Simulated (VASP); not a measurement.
# C (Fd-3m) in VASP: further runs, part 2 of 2

VASP 6.6.1. The steps go on from the part before.

## (4) Single point, PBEsol

This run uses another cell than the first one, of 5.61 Å³/atom, 1.087 times its volume.

INCAR reads:

```
SYSTEM = C
PREC = Accurate ; ENCUT = 520
EDIFF = 1E-6 ; ISMEAR = -1
SIGMA = 0.05 ; LREAL = .False.
LASPH = .True. ; NELM = 60
ALGO = Normal ; ISIF = 2
LWAVE = .False. ; LCHARG = .False.
GGA = PS ; NBANDS = 11
```

KPOINTS reads:

```
Automatic mesh
0
Gamma
  13 13 13
  0 0 0
```

POSCAR reads:

```
C
1.0
    0.0000000000      1.7769231177      1.7769231177
    1.7769231177      0.0000000000      1.7769231177
    1.7769231177      1.7769231177      0.0000000000
C
2
Direct
    0.5000000000      0.5000000000      0.5000000000
    0.7500000000      0.7500000000      0.7500000000
```

Potentials or basis: VASP PAW PBE potentials, release 64 (C).

The run is started by

```sh
> cat potpaw_PBE.64/C/POTCAR > POTCAR
> mpirun -np 1 vasp_std > vasp.out
```

OUTCAR:

```text
SYSTEM = C
   PREC = Accurate
   ENCUT = 520
   EDIFF = 1E-6
   ISMEAR = -1
   LREAL = .False.
   LASPH = .True.
   NELM = 60
   ISIF = 2
   GGA = PS

 ion  position               nearest neighbor table
   1  0.500  0.500  0.500-   2 1.54   2 1.54   2 1.54   2 1.54
   2  0.750  0.750  0.750-   1 1.54   1 1.54   1 1.54   1 1.54

  LATTYP: Found a face centered cubic cell.
 ALAT       =     3.5538462354

  Lattice vectors:

 A1 = (   0.0000000000,   1.7769231177,   1.7769231177)
 A2 = (   1.7769231177,   0.0000000000,   1.7769231177)
 A3 = (   1.7769231177,   1.7769231177,   0.0000000000)

Analysis of symmetry for initial positions (statically):
=====================================================================
 Subroutine PRICEL returns:
 Original cell was already a primitive cell.

 Routine SETGRP: Setting up the symmetry group for a
 face centered cubic supercell.

 Subroutine GETGRP returns: Found 48 space group operations
 (whereof 24 operations were pure point group operations)
 out of a pool of 48 trial point group operations.

The static configuration has the point symmetry T_d .
 The point group associated with its full space group is O_h .

Analysis of symmetry for dynamics (positions and initial velocities):
=====================================================================
 Subroutine PRICEL returns:
 Original cell was already a primitive cell.

 Routine SETGRP: Setting up the symmetry group for a
 face centered cubic supercell.

 Subroutine GETGRP returns: Found 48 space group operations
 (whereof 24 operations were pure point group operations)
 out of a pool of 48 trial point group operations.

The dynamic configuration has the point symmetry T_d .
 The point group associated with its full space group is O_h .

 Subroutine INISYM returns: Found 48 space group operations
 (whereof 24 operations are pure point group operations),
 and found     1 'primitive' translations

----------------------------------------------------------------------------------------

                                     Primitive cell
[... 114 lines left out ...]
  Thomas-Fermi vector in A             =   2.578697
   LORBIT       =      0    0 simple, 1 ext, 2 COOP (PROOUT), +10 PAW based schemes
   GGA     = PS    functional components
   LHFCALC =     F    Hartree Fock is set to
   AEXX    =    0.0000 exact exchange contribution
   IVDW    =     0    specifies the selected vdW correction
   LEPSILON=     F    determine dielectric tensor
   LRPA    =     F    only Hartree local field effects (RPA)
 non-spin polarized calculation
  energy-cutoff  :      520.00
  volume of cell :       11.22
 maximum number of plane-waves:       311
   NGX =  9   NGY =  9   NGZ =  9

 number of electron       7.9999999 magnetization

 Free energy of the ion-electron system (eV)
  ---------------------------------------------------
  ext. energy  EPLUGINS =         0.00000000
  ---------------------------------------------------
  free energy    TOTEN  =       -19.24972839 eV

  energy without entropy =      -19.24972839  energy(sigma->0) =      -19.24972839

 E-fermi :  10.7520     XC(G=0): -13.4866

 val. band max:        9.8672784340   @ k =   0.0000   0.0000   0.0000
 cond. band min:      13.9030283193   @ k =   0.3846   0.3846   0.0000
 fundamental gap:      4.0357498853
 Fermi energy:        10.7520089567

 k-point     1 :       0.0000    0.0000    0.0000
  band No.  band energies     occupation
      1     -11.8014      2.00000
      2       9.8673      2.00000
      3       9.8673      2.00000
      4       9.8673      2.00000
      5      15.4363      0.00000
      6      15.4363      0.00000
      7      15.4363      0.00000
      8      23.4843      0.00000
      9      28.9650      0.00000
     10      36.4552      0.00000
     11      36.4553      0.00000
[... 309 lines left out ...]
 k-point    24 :       0.4615    0.1538    0.0000
  band No.  band energies     occupation
      1      -6.7206      2.00000
      2      -1.5114      2.00000
      3       5.3835      2.00000
      4       5.8999      2.00000
      5      16.8849      0.00000
      6      20.4698      0.00000
      7      20.8769      0.00000
      8      23.7568      0.00000
      9      30.3776      0.00000
     10      33.2255      0.00000
     11      36.9288      0.00000

 [... further k-points ...]
[... 5 lines left out ...]
  --------------------------------------------------------------------------------------
  -------------------------------------------------------------------------------------
  Total        0.0761034      0.0761034      0.0761034     -0.0000000     -0.0000000     -0.0000000
  in kB       10.8662293     10.8662293     10.8662293     -0.0000000     -0.0000000     -0.0000000
  external PRESSURE =      10.8662293 kB  Pullay stress =       0.0000000 kB

 VOLUME and BASIS-vectors are now :
 -----------------------------------------------------------------------------
  energy-cutoff  :      520.00
  volume of cell :       11.22
      direct lattice vectors                 reciprocal lattice vectors
     0.000000000  1.776923118  1.776923118    -0.281385275  0.281385275  0.281385275
     1.776923118  0.000000000  1.776923118     0.281385275 -0.281385275  0.281385275
     1.776923118  1.776923118  0.000000000     0.281385275  0.281385275 -0.281385275

 POSITION                                       TOTAL-FORCE (eV/Angst)
 -----------------------------------------------------------------------------------
      1.77692      1.77692      1.77692        -0.000000     -0.000000     -0.000000
      2.66538      2.66538      2.66538         0.000000      0.000000      0.000000
 -----------------------------------------------------------------------------------
    total drift:                                0.000000     -0.000000      0.000000

  FREE ENERGIE OF THE ION-ELECTRON SYSTEM (eV)
  ---------------------------------------------------
  free  energy   TOTEN  =       -19.2497283875 eV

  energy  without entropy=      -19.2497283874  energy(sigma->0) =      -19.24972839
```

stdout:

```text
POSCAR found type information on POSCAR C
 POSCAR found :  1 types and       2 ions
 scaLAPACK will be used
 -----------------------------------------------------------------------------
|                                                                             |
|                                                                             |
|     You enforced a specific xc type in the INCAR file but a different       |
|     I HOPE YOU KNOW WHAT YOU ARE DOING!                                     |
|                                                                             |
 -----------------------------------------------------------------------------

 LDA part: xc-table for (Slater+PW92), standard interpolation
 POSCAR, INCAR and KPOINTS ok, starting setup
 FFT: planning ... GRIDC
 FFT: planning ... GRID_SOFT
 FFT: planning ... GRID
 WAVECAR not read
 entering main loop
```

It took 21 s on 1 thread of AMD EPYC 7R43 (Zen 3), shared host; peak memory 0.08 GiB.

What came out:

| Quantity | Value |
| --- | --- |
| Free energy | -19.2497 eV |
| Pressure | 1.1 GPa |
| Band gap on the k mesh | 4.04 eV, indirect (least direct gap 5.57 eV) |

Caveat: the PAW data sets were made with another functional, which shifts forces and pressure a little.

## (5) Single point, PBEsol (volume scaled by 1.04)

INCAR reads:

```
SYSTEM = C
ALGO = Normal
EDIFF = 1E-6
ENCUT = 520
GGA = PS
ISIF = 2
ISMEAR = -1
LASPH = .True.
LCHARG = .True.
LELF = .True.
LREAL = .False.
LVHAR = .True.
LWAVE = .False.
NBANDS = 11
NELM = 60
PREC = Accurate
SIGMA = 0.05
```

KPOINTS reads:

```
k-points
0
Gamma
  13 13 13
  0 0 0
```

POSCAR reads:

```
C
1.0
    0.0000000000      1.8003063666      1.8003063666
    1.8003063666      0.0000000000      1.8003063666
    1.8003063666      1.8003063666      0.0000000000
C
2
Direct
    0.5000000000      0.5000000000      0.5000000000
    0.7500000000      0.7500000000      0.7500000000
```

Potentials or basis: VASP PAW PBE potentials, release 64 (C).

The run is started by

```sh
> cat potpaw_PBE.64/C/POTCAR > POTCAR
> mpirun -np 1 vasp_std > vasp.out
```

OUTCAR:

```text
SYSTEM = C
   EDIFF = 1E-6
   ENCUT = 520
   GGA = PS
   ISIF = 2
   ISMEAR = -1
   LASPH = .True.
   LREAL = .False.
   NELM = 60
   PREC = Accurate

 ion  position               nearest neighbor table
   1  0.500  0.500  0.500-   2 1.56   2 1.56   2 1.56   2 1.56
   2  0.750  0.750  0.750-   1 1.56   1 1.56   1 1.56   1 1.56

  LATTYP: Found a face centered cubic cell.
 ALAT       =     3.6006127332

  Lattice vectors:

 A1 = (   0.0000000000,   1.8003063666,   1.8003063666)
 A2 = (   1.8003063666,   0.0000000000,   1.8003063666)
 A3 = (   1.8003063666,   1.8003063666,   0.0000000000)

Analysis of symmetry for initial positions (statically):
=====================================================================
 Subroutine PRICEL returns:
 Original cell was already a primitive cell.

 Routine SETGRP: Setting up the symmetry group for a
 face centered cubic supercell.

 Subroutine GETGRP returns: Found 48 space group operations
 (whereof 24 operations were pure point group operations)
 out of a pool of 48 trial point group operations.

The static configuration has the point symmetry T_d .
 The point group associated with its full space group is O_h .

Analysis of symmetry for dynamics (positions and initial velocities):
[... 164 lines left out ...]
 Fermi energy:        10.2476392631

 k-point     1 :       0.0000    0.0000    0.0000
  band No.  band energies     occupation
      1     -11.8408      2.00000
      2       9.3036      2.00000
      3       9.3036      2.00000
      4       9.3037      2.00000
      5      14.7651      0.00000
      6      14.7651      0.00000
      7      14.7651      0.00000
      8      22.0326      0.00000
      9      27.8998      0.00000
     10      35.4590      0.00000
     11      35.4590      0.00000
[... 309 lines left out ...]
 k-point    24 :       0.4615    0.1538    0.0000
  band No.  band energies     occupation
      1      -6.9132      2.00000
      2      -1.7580      2.00000
      3       4.9445      2.00000
      4       5.4845      2.00000
      5      16.1688      0.00000
      6      19.6388      0.00000
      7      19.8258      0.00000
      8      22.8205      0.00000
      9      29.3374      0.00000
     10      31.9441      0.00000
     11      35.8018      0.00000

 [... further k-points ...]
[... 5 lines left out ...]
  --------------------------------------------------------------------------------------
  -------------------------------------------------------------------------------------
  Total       -1.1301857     -1.1301857     -1.1301857     -0.0000000      0.0000000     -0.0000000
  in kB     -155.1640579   -155.1640579   -155.1640579     -0.0000000      0.0000000     -0.0000000
  external PRESSURE =    -155.1640579 kB  Pullay stress =       0.0000000 kB

 VOLUME and BASIS-vectors are now :
 -----------------------------------------------------------------------------
  energy-cutoff  :      520.00
  volume of cell :       11.67
      direct lattice vectors                 reciprocal lattice vectors
     0.000000000  1.800306367  1.800306367    -0.277730507  0.277730507  0.277730507
     1.800306367  0.000000000  1.800306367     0.277730507 -0.277730507  0.277730507
     1.800306367  1.800306367  0.000000000     0.277730507  0.277730507 -0.277730507

 POSITION                                       TOTAL-FORCE (eV/Angst)
 -----------------------------------------------------------------------------------
      1.80031      1.80031      1.80031        -0.000000     -0.000000     -0.000000
      2.70046      2.70046      2.70046         0.000000      0.000000      0.000000
 -----------------------------------------------------------------------------------
    total drift:                                0.000000     -0.000000      0.000000

  FREE ENERGIE OF THE ION-ELECTRON SYSTEM (eV)
  ---------------------------------------------------
  free  energy   TOTEN  =       -19.2294014280 eV

  energy  without entropy=      -19.2294014279  energy(sigma->0) =      -19.22940143
```

Run time: 19 s. Hardware: 1 thread of AMD EPYC 7R43 (Zen 3), shared host; peak memory 0.08 GiB.

What came out:

- Free energy: -19.2294 eV
- Pressure: -15.5 GPa
- Band gap on the k mesh: 3.95 eV, indirect (least direct gap 5.46 eV)

Caveat: the cell differs from its parent crystal (volume scaled by 1.04); the PAW data sets were made with another functional, which shifts forces and pressure a little. A k mesh can miss the band edges.

## (6) Single point, PBEsol (volume scaled by 1.08)

INCAR reads:

```
PREC = Accurate ; ENCUT = 520
EDIFF = 1E-6 ; ISMEAR = -1
SIGMA = 0.05 ; LREAL = False
LASPH = True ; NELM = 60
ALGO = Normal ; ISIF = 2
LWAVE = False ; LCHARG = True
GGA = PS ; LELF = True
LVHAR = True ; NBANDS = 11
```

KPOINTS reads:

```
Automatic mesh
0
Gamma
  13 13 13
```

POSCAR reads:

```
C
1.0
    0.0000000000      1.8230974743      1.8230974743
    1.8230974743      0.0000000000      1.8230974743
    1.8230974743      1.8230974743      0.0000000000
C
2
Direct
    0.5000000000      0.5000000000      0.5000000000
    0.7500000000      0.7500000000      0.7500000000
```

Potentials or basis: VASP PAW PBE potentials, release 64 (C).

The run is started by

```sh
> cat potpaw_PBE.64/C/POTCAR > POTCAR
> mpirun -np 1 vasp_std > vasp.out
```

OUTCAR:

```text
PREC = Accurate
   ENCUT = 520
   EDIFF = 1E-6
   ISMEAR = -1
   LREAL = False
   LASPH = True
   NELM = 60
   ISIF = 2
   GGA = PS

 ion  position               nearest neighbor table
   1  0.500  0.500  0.500-   2 1.58   2 1.58   2 1.58   2 1.58
   2  0.750  0.750  0.750-   1 1.58   1 1.58   1 1.58   1 1.58

  LATTYP: Found a face centered cubic cell.
 ALAT       =     3.6461949486

  Lattice vectors:

 A1 = (   0.0000000000,   1.8230974743,   1.8230974743)
 A2 = (   1.8230974743,   0.0000000000,   1.8230974743)
 A3 = (   1.8230974743,   1.8230974743,   0.0000000000)
[... 513 lines left out ...]
      7      18.8579      0.00000
      8      21.9436      0.00000
      9      28.3630      0.00000
     10      30.7577      0.00000
     11      34.7480      0.00000

 [... further k-points ...]
[... 5 lines left out ...]
  --------------------------------------------------------------------------------------
  -------------------------------------------------------------------------------------
  Total       -2.2160192     -2.2160192     -2.2160192      0.0000000      0.0000000     -0.0000000
  in kB     -292.9708715   -292.9708715   -292.9708715      0.0000000      0.0000000     -0.0000000
  external PRESSURE =    -292.9708715 kB  Pullay stress =       0.0000000 kB

 VOLUME and BASIS-vectors are now :
 -----------------------------------------------------------------------------
  energy-cutoff  :      520.00
  volume of cell :       12.12
      direct lattice vectors                 reciprocal lattice vectors
     0.000000000  1.823097474  1.823097474    -0.274258512  0.274258512  0.274258512
     1.823097474  0.000000000  1.823097474     0.274258512 -0.274258512  0.274258512
     1.823097474  1.823097474  0.000000000     0.274258512  0.274258512 -0.274258512

 POSITION                                       TOTAL-FORCE (eV/Angst)
 -----------------------------------------------------------------------------------
      1.82310      1.82310      1.82310        -0.000000      0.000000     -0.000000
      2.73465      2.73465      2.73465         0.000000     -0.000000      0.000000
 -----------------------------------------------------------------------------------
    total drift:                                0.000000     -0.000000      0.000000

  FREE ENERGIE OF THE ION-ELECTRON SYSTEM (eV)
  ---------------------------------------------------
  free  energy   TOTEN  =       -19.1666062567 eV

  energy  without entropy=      -19.1666062567  energy(sigma->0) =      -19.16660626
```

OSZICAR:

```text
N       E                     dE             d eps       ncg     rms          rms(c)
DAV:   1     0.957434847693E+00    0.95743E+00   -0.46760E+03  1902   0.698E+02
DAV:   2    -0.192844530499E+02   -0.20242E+02   -0.19680E+02  2361   0.126E+02
DAV:   3    -0.197059784449E+02   -0.42153E+00   -0.42058E+00  2154   0.145E+01
DAV:   4    -0.197067608994E+02   -0.78245E-03   -0.78244E-03  2015   0.776E-01
DAV:   5    -0.197067618796E+02   -0.98022E-06   -0.98020E-06  2103   0.263E-02    0.512E+00
DAV:   6    -0.193069544981E+02    0.39981E+00   -0.20207E-01  1920   0.307E+00    0.302E+00
DAV:   7    -0.191661256920E+02    0.14083E+00   -0.24784E-01  2004   0.343E+00    0.592E-01
DAV:   8    -0.191665779017E+02   -0.45221E-03   -0.64382E-03  1947   0.615E-01    0.290E-02
DAV:   9    -0.191665977274E+02   -0.19826E-04   -0.17415E-05  2247   0.369E-02    0.207E-02
DAV:  10    -0.191666064305E+02   -0.87031E-05   -0.41302E-06  2010   0.173E-02    0.440E-03
DAV:  11    -0.191666062567E+02    0.17373E-06   -0.95532E-08  1170   0.266E-03
   1 F= -.19166606E+02 E0= -.19166606E+02  d E =-.620473E-11
```

stdout:

```text
POSCAR found type information on POSCAR C
 POSCAR found :  1 types and       2 ions
 scaLAPACK will be used
 -----------------------------------------------------------------------------
|                                                                             |
|                                                                             |
|     You enforced a specific xc type in the INCAR file but a different       |
|     I HOPE YOU KNOW WHAT YOU ARE DOING!                                     |
|                                                                             |
 -----------------------------------------------------------------------------

 LDA part: xc-table for (Slater+PW92), standard interpolation
 POSCAR, INCAR and KPOINTS ok, starting setup
 FFT: planning ... GRIDC
 FFT: planning ... GRID_SOFT
 FFT: planning ... GRID
 WAVECAR not read
 entering main loop
```

Wall time 22 s (1 thread of AMD EPYC 7R43 (Zen 3), shared host); peak memory 0.08 GiB.

What came out:

* Free energy: -19.1666 eV
* Pressure: -29.3 GPa
* Band gap on the k mesh: 3.87 eV, indirect (least direct gap 5.36 eV)

Caveat: the cell differs from its parent crystal (volume scaled by 1.08); the PAW data sets were made with another functional, which shifts forces and pressure a little. A k mesh can miss the band edges.

## (7) The runs side by side

| cell | gap on the mesh (eV) | pressure (GPa) |
| --- | --- | --- |
| a = 2.444 Å, angles 60.0°, 2 atoms | 4.22 | 45.2 |
| a = 2.479 Å, angles 60.0°, 2 atoms | 4.13 | 21.1 |
| a = 2.513 Å, angles 60.0°, 2 atoms | 4.04 | 1.1 |
| a = 2.546 Å, angles 60.0°, 2 atoms | 3.95 | -15.5 |
| a = 2.578 Å, angles 60.0°, 2 atoms | 3.87 | -29.3 |

Alike in all rows: task single point; level PBEsol; potentials or basis VASP PAW PBE potentials, release 64 (C); no spin polarisation; k mesh 13 × 13 × 13; cutoff (eV) 520; smearing fermi-dirac 0.05 eV.

Caveats: the PAW data sets were made with another functional, which shifts forces and pressure a little.

Total energies depend on the potentials used, so only differences within one code and one set of settings carry meaning.
